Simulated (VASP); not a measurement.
HgTe:

```xyz
2
Lattice="0.0000 3.3242 3.3242 3.3242 0.0000 3.3242 3.3242 3.3242 0.0000" Properties=species:S:1:pos:R:3 pbc="T T T"
Hg    0.0000    0.0000    0.0000
Te    1.6621    1.6621    1.6621
```

Base run:

| Quantity | Value |
| --- | --- |
| Program | VASP 6.6.1 |
| Functional | PBE |
| Potentials or basis | VASP PAW PBE potentials, release 64 (Hg, Te) |
| Cutoff | 520 eV |
| k mesh | 10 × 10 × 10 |
| Occupations | gaussian, width 0.05 eV |
| Spin | no spin polarisation |

Its results: band gap on the k mesh zero (filled and empty bands touch); pressure 0.1 GPa.

Task: The run is repeated on the same cell with these changes: functional from PBE to PBEsol. What comes out?

Result: Band gap on the k mesh zero (filled and empty bands touch); pressure -2.2 GPa.

PBEsol binds more tightly than PBE, so the same cell stands under less pressure.

Caveats: semilocal functionals underestimate gaps, and a narrow one can read as zero; spin-orbit coupling is left out, which moves the levels of the heavy elements; the PAW data sets were made with another functional, which shifts forces and pressure a little (at least some runs).
